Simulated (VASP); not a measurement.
# As (Fd-3m) in VASP: a series of runs

As is run at these levels: PBE; tasks: single point.

Program: VASP 6.6.1. These are calculated values, not measurements. Logs are shortened: lines on timing, memory, paths and dates and some standing lists are left out, and cuts for length are marked.

## 1. The cell of the first run

Symmetry: Fd-3m, No. 227, cubic system. Conventional cell: a = 7.128 Å, b = 7.128 Å, c = 7.128 Å, α = 90.00°, β = 90.00°, γ = 90.00°. As (site symmetry -3m) has 6 As at 2.52 Å within 3.3 Å.

The cell was generated, and may not be a known phase.

## 2. Single point, PBE

Contents of INCAR:

```
SYSTEM = As
  ALGO = Normal
  EDIFF = 1E-7
  ENCUT = 520
  GGA = PE
  ISIF = 2
  ISMEAR = 0
  LASPH = .TRUE.
  LCHARG = .TRUE.
  LELF = .TRUE.
  LREAL = .FALSE.
  LVHAR = .TRUE.
  LWAVE = .FALSE.
  NBANDS = 18
  NELM = 60
  PREC = Accurate
  SIGMA = 0.1
```

Contents of KPOINTS:

```
k-points
0
G
  4 4 4
  0 0 0
```

Contents of POSCAR:

```
As
1.0
    0.0000000000      3.5637852700      3.5637852700
    3.5637852700      0.0000000000      3.5637852700
    3.5637852700      3.5637852700      0.0000000000
As
4
Direct
    0.6250000000      0.6250000000      0.6250000000
    0.6250000000      0.6250000000      0.1250000000
    0.6250000000      0.1250000000      0.6250000000
    0.1250000000      0.6250000000      0.6250000000
```

Potentials or basis: VASP PAW PBE potentials, release 64 (As).

Command:

```sh
$ cat potpaw_PBE.64/As/POTCAR > POTCAR
$ mpirun -np 1 vasp_std > vasp.out
```

OUTCAR:

```text
SYSTEM = As
   EDIFF = 1E-7
   ENCUT = 520
   GGA = PE
   ISIF = 2
   ISMEAR = 0
   LASPH = .TRUE.
   LREAL = .FALSE.
   NELM = 60
   PREC = Accurate

 ion  position               nearest neighbor table
   1  0.625  0.625  0.625-   2 2.52   3 2.52   4 2.52   2 2.52   3 2.52   4 2.52
   2  0.625  0.625  0.125-   1 2.52   1 2.52   3 2.52   4 2.52   3 2.52   4 2.52
   3  0.625  0.125  0.625-   1 2.52   2 2.52   1 2.52   2 2.52   4 2.52   4 2.52
   4  0.125  0.625  0.625-   1 2.52   2 2.52   3 2.52   1 2.52   2 2.52   3 2.52

  LATTYP: Found a face centered cubic cell.
 ALAT       =     7.1275705400

  Lattice vectors:

 A1 = (   0.0000000000,   3.5637852700,   3.5637852700)
 A2 = (   3.5637852700,   0.0000000000,   3.5637852700)
 A3 = (   3.5637852700,   3.5637852700,   0.0000000000)

Analysis of symmetry for initial positions (statically):
=====================================================================
 Subroutine PRICEL returns:
 Original cell was already a primitive cell.

 Routine SETGRP: Setting up the symmetry group for a
 face centered cubic supercell.

 Subroutine GETGRP returns: Found 48 space group operations
 (whereof 24 operations were pure point group operations)
 out of a pool of 48 trial point group operations.

The static configuration has the point symmetry T_d .
 The point group associated with its full space group is O_h .

Analysis of symmetry for dynamics (positions and initial velocities):
=====================================================================
 Subroutine PRICEL returns:
 Original cell was already a primitive cell.

 Routine SETGRP: Setting up the symmetry group for a
 face centered cubic supercell.

 Subroutine GETGRP returns: Found 48 space group operations
 (whereof 24 operations were pure point group operations)
 out of a pool of 48 trial point group operations.

The dynamic configuration has the point symmetry T_d .
 The point group associated with its full space group is O_h .

 Subroutine INISYM returns: Found 48 space group operations
 (whereof 24 operations are pure point group operations),
 and found     1 'primitive' translations

----------------------------------------------------------------------------------------

                                     Primitive cell

  volume of cell :      90.5242

  direct lattice vectors                    reciprocal lattice vectors
     0.000000000  3.563785270  3.563785270    -0.140300260  0.140300260  0.140300260
     3.563785270  0.000000000  3.563785270     0.140300260 -0.140300260  0.140300260
     3.563785270  3.563785270  0.000000000     0.140300260  0.140300260 -0.140300260

  length of vectors
     5.039953462  5.039953462  5.039953462     0.243007179  0.243007179  0.243007179

  position of ions in fractional coordinates (direct lattice)
     0.625000000  0.625000000  0.625000000
     0.625000000  0.625000000  0.125000000
     0.625000000  0.125000000  0.625000000
     0.125000000  0.625000000  0.625000000

  ion indices of the primitive-cell ions
   primitive index   ion index
                 1           1
                 2           2
                 3           3
                 4           4

----------------------------------------------------------------------------------------

 KPOINTS: k-points

Automatic generation of k-mesh.
 Grid dimensions read from file:
 generate k-points for:    4    4    4

 Generating k-lattice:

  Cartesian coordinates                     Fractional coordinates (reciprocal lattice)
    -0.035075065  0.035075065  0.035075065     0.250000000  0.000000000  0.000000000
     0.035075065 -0.035075065  0.035075065     0.000000000  0.250000000  0.000000000
     0.035075065  0.035075065 -0.035075065     0.000000000  0.000000000  0.250000000

  Length of vectors
     0.060751795  0.060751795  0.060751795

  Shift w.r.t. Gamma in fractional coordinates (k-lattice)
     0.000000000  0.000000000  0.000000000

 Subroutine IBZKPT returns following result:
 ===========================================

 Found      8 irreducible k-points:

 Following reciprocal coordinates:
            Coordinates               Weight
  0.000000  0.000000  0.000000      1.000000
  0.250000  0.000000  0.000000      8.000000
  0.500000  0.000000  0.000000      4.000000
  0.250000  0.250000  0.000000      6.000000
  0.500000  0.250000  0.000000     24.000000
 -0.250000  0.250000  0.000000     12.000000
  0.500000  0.500000  0.000000      3.000000
 -0.250000  0.500000  0.250000      6.000000
   k-points           NKPTS =      8   k-points in BZ     NKDIM =      8   number of bands    NBANDS=     18
   number of dos      NEDOS =    301   number of ions     NIONS =      4
   total plane-waves  NPLWV =  64000
   dimension x,y,z NGX =    40 NGY =   40 NGZ =   40
   dimension x,y,z NGXF=    80 NGYF=   80 NGZF=   80
   ions per type =               4
   NGX,Y,Z   is equivalent  to a cutoff of  13.19, 13.19, 13.19 a.u.
   NGXF,Y,Z  is equivalent  to a cutoff of  26.39, 26.39, 26.39 a.u.
 SYSTEM =  As
   PREC   = accura    normal or accurate (medium, high low for compatibility)
   ISTART =      0    job   : 0-new  1-cont  2-samecut
   ICHARG =      2    charge: 1-file 2-atom 10-const
   ISPIN  =      1    spin polarized calculation?
   LNONCOLLINEAR =      F non collinear calculations
   LSORBIT =      F    spin-orbit coupling
   LASPH  =      T    aspherical Exc in radial PAW
   ENCUT  =  520.0 eV  38.22 Ry    6.18 a.u.   9.37  9.37  9.37*2*pi/ulx,y,z
   NELM   =     60;   NELMIN=  2; NELMDL= -5     # of ELM steps
   EDIFF  = 0.1E-06   stopping-criterion for ELM
   LREAL  =      F    real-space projection
   EDIFFG = 0.1E-05   stopping-criterion for IOM
   NSW    =      0    number of steps for IOM
   IBRION =     -1    ionic relax: 0-MD 1-quasi-New 2-CG
   NFREE  =      0    steps in history (QN), initial steepest desc. (CG)
   ISIF   =      2    stress and relaxation
   ISYM   =      2    0-nonsym 1-usesym 2-fastsym
   POTIM  = 0.5000    time-step for ionic-motion
   TEBEG  =    0.0;   TEEND  =   0.0 temperature during run
   PSTRESS=    0.0 pullay stress
   NELECT =      20.0000    total number of electrons
   NUPDOWN=      -1.0000    fix difference up-down
   EMIN   =  10.00;   EMAX   =-10.00  energy-range for DOS
   EFERMI =   0.00;   METHOD = LEGACY
   ISMEAR =     0;   SIGMA  =   0.10  broadening in eV -4-tet -1-fermi 0-gaus
   EFERMI_NEDOS =   21; number of points for ismear=-14 and -15
   IALGO  =     38    algorithm
   IMIX   =      4    mixing-type and parameters
     AMIX     =   0.40;   BMIX     =  1.00
     AMIX_MAG =   1.60;   BMIX_MAG =  1.00
  volume/ion in A,a.u.               =      22.63       152.72
  Fermi-wavevector in a.u.,A,eV,Ry     =   0.989684  1.870232 13.326564  0.979475
  Thomas-Fermi vector in A             =   2.121301
   LORBIT       =      0    0 simple, 1 ext, 2 COOP (PROOUT), +10 PAW based schemes
   GGA     = PE    functional components
   LHFCALC =     F    Hartree Fock is set to
   AEXX    =    0.0000 exact exchange contribution
   IVDW    =     0    specifies the selected vdW correction
   LEPSILON=     F    determine dielectric tensor
   LRPA    =     F    only Hartree local field effects (RPA)
 non-spin polarized calculation
 Gauss-broadening in eV      SIGMA  =   0.10
  energy-cutoff  :      520.00
  volume of cell :       90.52
 maximum number of plane-waves:      2468
 NGX is ok and might be reduce to    40
   NGX = 19   NGY = 19   NGZ = 19

 number of electron      20.0000003 magnetization

 Free energy of the ion-electron system (eV)
  ---------------------------------------------------
  ext. energy  EPLUGINS =         0.00000000
  ---------------------------------------------------
  free energy    TOTEN  =       -14.62687339 eV

  energy without entropy =      -14.61210460  energy(sigma->0) =      -14.61948900

 E-fermi :   4.7499     XC(G=0):  -9.3120

 val. band max:        4.6571682958   @ k =  -0.2500   0.5000   0.2500
 cond. band min:       4.8197266277   @ k =   0.5000   0.0000   0.0000
 fundamental gap:      0.1625583319
 Fermi energy:         4.7499053848

 k-point     1 :       0.0000    0.0000    0.0000
  band No.  band energies     occupation
      1     -11.4777      2.00000
      2      -4.5237      2.00000
      3      -3.9856      2.00000
      4      -3.9856      2.00000
      5      -3.9856      2.00000
      6      -0.4379      2.00000
      7      -0.4379      2.00000
      8      -0.4379      2.00000
      9       2.0873      2.00000
     10       2.0873      2.00000
     11       6.1847      0.00000
     12       9.5056      0.00000
     13       9.5056      0.00000
     14       9.5056      0.00000
     15      11.2092      0.00000
     16      11.2092      0.00000
     17      11.2092      0.00000
     18      12.6737      0.00000

 k-point     2 :       0.2500    0.0000    0.0000
  band No.  band energies     occupation
      1     -11.1076      2.00000
      2      -6.8617      2.00000
      3      -4.2797      2.00000
      4      -4.2797      2.00000
      5      -2.5317      2.00000
      6       0.1302      2.00000
      7       0.1302      2.00000
      8       0.9162      2.00000
      9       2.4334      2.00000
     10       2.4334      2.00000
     11       7.3287      0.00000
     12       8.3735      0.00000
     13       8.3735      0.00000
     14       8.8672      0.00000
     15       9.3290      0.00000
     16      10.9608      0.00000
     17      10.9608      0.00000
     18      11.3031      0.00000

 k-point     3 :       0.5000    0.0000    0.0000
  band No.  band energies     occupation
      1     -10.5128      2.00000
      2      -8.2685      2.00000
      3      -4.5101      2.00000
      4      -4.5101      2.00000
      5      -2.4130      2.00000
      6       0.3774      2.00000
      7       0.3774      2.00000
      8       4.1551      2.00000
      9       4.5890      1.97712
     10       4.5890      1.97712
     11       4.8197      0.32344
     12       4.8197      0.32344
     13       5.0773      0.00000
     14       7.7967      0.00000
     15      11.2577      0.00000
     16      11.4018      0.00000
     17      12.5923      0.00000
     18      12.5930      0.00000

 k-point     4 :       0.2500    0.2500    0.0000
  band No.  band energies     occupation
      1     -10.9622      2.00000
      2      -7.1678      2.00000
      3      -4.6432      2.00000
      4      -4.6432      2.00000
      5      -1.4452      2.00000
      6      -0.7398      2.00000
      7       1.2150      2.00000
      8       1.2150      2.00000
      9       2.0595      2.00000
     10       2.8113      2.00000
     11       7.8131      0.00000
     12       8.2653      0.00000
     13       8.6148      0.00000
     14       8.6148      0.00000
     15       9.1109      0.00000
     16      10.1056      0.00000
     17      10.6738      0.00000
     18      10.6738      0.00000

 k-point     5 :       0.5000    0.2500    0.0000
  band No.  band energies     occupation
      1     -10.2458      2.00000
      2      -8.5563      2.00000
      3      -5.1490      2.00000
      4      -4.8317      2.00000
      5      -1.1345      2.00000
      6       0.2958      2.00000
      7       1.6405      2.00000
      8       1.7339      2.00000
      9       4.4040      2.00000
     10       4.5578      1.99339
     11       4.9467      0.00538
     12       4.9957      0.00051
     13       8.5616      0.00000
     14       8.6888      0.00000
     15       9.3473      0.00000
     16       9.5031      0.00000
     17      11.0652      0.00000
     18      12.3303      0.00000

 k-point     6 :      -0.2500    0.2500    0.0000
  band No.  band energies     occupation
      1     -10.5482      2.00000
      2      -8.0829      2.00000
      3      -5.1458      2.00000
      4      -4.5267      2.00000
      5      -1.4306      2.00000
      6       0.9069      2.00000
      7       0.9685      2.00000
      8       1.3670      2.00000
      9       2.4294      2.00000
     10       4.4225      2.00000
     11       5.0249      0.00010
     12       8.4371      0.00000
     13       8.5381      0.00000
     14       8.6996      0.00000
     15       9.2822      0.00000
     16       9.4219      0.00000
     17       9.6223      0.00000
     18      11.9637      0.00000

 k-point     7 :       0.5000    0.5000    0.0000
  band No.  band energies     occupation
      1      -9.4725      2.00000
      2      -9.4725      2.00000
      3      -5.0906      2.00000
      4      -5.0906      2.00000
      5      -0.8778      2.00000
      6      -0.8778      2.00000
      7       4.1280      2.00000
      8       4.1280      2.00000
      9       4.6539      1.82542
     10       4.6539      1.82542
     11       4.9366      0.00828
     12       4.9366      0.00828
     13       5.0987      0.00000
     14       5.0987      0.00000
     15      11.7294      0.00000
     16      11.7294      0.00000
     17      12.4404      0.00000
     18      12.4404      0.00000

 k-point     8 :      -0.2500    0.5000    0.2500
  band No.  band energies     occupation
      1      -9.4624      2.00000
      2      -9.4624      2.00000
      3      -5.2138      2.00000
      4      -5.2138      2.00000
      5       0.1348      2.00000
      6       0.1348      2.00000
      7       1.6164      2.00000
      8       1.6164      2.00000
      9       4.6572      1.81031
     10       4.6572      1.81031
     11       4.8763      0.07381
     12       4.8763      0.07381
     13       8.7716      0.00000
     14       8.7716      0.00000
     15       9.3827      0.00000
     16       9.3827      0.00000
     17      11.2457      0.00000
     18      11.2457      0.00000

------------------------ aborting loop because EDIFF is reached ----------------------------------------

  FORCE on cell =-STRESS in cart. coord.  units (eV):
  Direction    XX          YY          ZZ          XY          YZ          ZX
  --------------------------------------------------------------------------------------
  -------------------------------------------------------------------------------------
  Total       10.9779934     10.9779934     10.9779934      0.0000000      0.0000000     -0.0000000
  in kB      194.2982855    194.2982855    194.2982855      0.0000000      0.0000000     -0.0000000
  external PRESSURE =     194.2982855 kB  Pullay stress =       0.0000000 kB

 VOLUME and BASIS-vectors are now :
 -----------------------------------------------------------------------------
  energy-cutoff  :      520.00
  volume of cell :       90.52
      direct lattice vectors                 reciprocal lattice vectors
     0.000000000  3.563785270  3.563785270    -0.140300260  0.140300260  0.140300260
     3.563785270  0.000000000  3.563785270     0.140300260 -0.140300260  0.140300260
     3.563785270  3.563785270  0.000000000     0.140300260  0.140300260 -0.140300260

 POSITION                                       TOTAL-FORCE (eV/Angst)
 -----------------------------------------------------------------------------------
      4.45473      4.45473      4.45473        -0.000000     -0.000000     -0.000000
      2.67284      2.67284      4.45473        -0.000000      0.000000     -0.000000
      2.67284      4.45473      2.67284         0.000000     -0.000000      0.000000
      4.45473      2.67284      2.67284         0.000000     -0.000000      0.000000
 -----------------------------------------------------------------------------------
    total drift:                                0.000000      0.000000      0.000000

  FREE ENERGIE OF THE ION-ELECTRON SYSTEM (eV)
  ---------------------------------------------------
  free  energy   TOTEN  =       -14.6268733926 eV

  energy  without entropy=      -14.6121045998  energy(sigma->0) =      -14.61948900
```

Wall time 20 s (1 thread of Intel Xeon 8259CL, shared host); peak memory 0.19 GiB.

Results:

```yaml
Free_energy: -14.6269 eV
Pressure: 19.4 GPa
```

Caveat: the cell stands under pressure.

## 3. Single point, PBE

This run uses another cell than the first one, of 29.74 Å³/atom.

Contents of INCAR:

```
PREC     = Accurate       # precision mode
ENCUT    = 520            # plane-wave cutoff, eV
EDIFF    = 1E-6           # SCF threshold, eV
ISMEAR   = 0              # smearing method
SIGMA    = 0.1            # smearing width, eV
LREAL    = F              # projectors in reciprocal space
LASPH    = T              # aspherical terms in the spheres
NELM     = 60             # most SCF steps
ALGO     = Normal         # electronic algorithm
ISIF     = 2              # what is computed and relaxed
LWAVE    = F              # write WAVECAR
LCHARG   = T              # write CHGCAR
GGA      = PE             # functional
LELF     = T              # ELF
LVHAR    = T            
NBANDS   = 18             # bands
```

Contents of KPOINTS:

```
regular mesh
0
Gamma
  4 4 4
```

Contents of POSCAR:

```
As
1.0
    0.0000000000      3.9035094233      3.9035094233
    3.9035094233      0.0000000000      3.9035094233
    3.9035094233      3.9035094233      0.0000000000
As
4
Direct
    0.6250000000      0.6250000000      0.6250000000
    0.6250000000      0.6250000000      0.1250000000
    0.6250000000      0.1250000000      0.6250000000
    0.1250000000      0.6250000000      0.6250000000
```

Potentials or basis: VASP PAW PBE potentials, release 64 (As).

Command:

```sh
$ cat potpaw_PBE.64/As/POTCAR > POTCAR
$ mpirun -np 1 vasp_std > vasp.out
```

It took 24 s on 1 thread of Intel Xeon 8259CL, shared host; peak memory 0.2 GiB.

The run converged. Its results:

```yaml
Free_energy: -16.0361 eV
Pressure: 0.4 GPa
Band_gap_on_the_k_mesh: zero (bands 10 and 11 overlap by 0.13 eV)
```

Levels at points of the mesh, in eV from the Fermi level:
```tsv
k point	band 8	band 9	band 10	band 11	band 12	band 13
(0.00, 0.00, 0.00)	-3.68	-1.77	-1.77	2.64	4.81	4.81
(0.50, 0.00, 0.00)	-0.25	-0.20	0.04	0.04	0.21	0.21
(0.50, 0.50, 0.00)	-0.15	-0.13	-0.13	-0.09	-0.09	0.43
```

The gap in the log of VASP goes by the Fermi energy; the results here count the filled bands.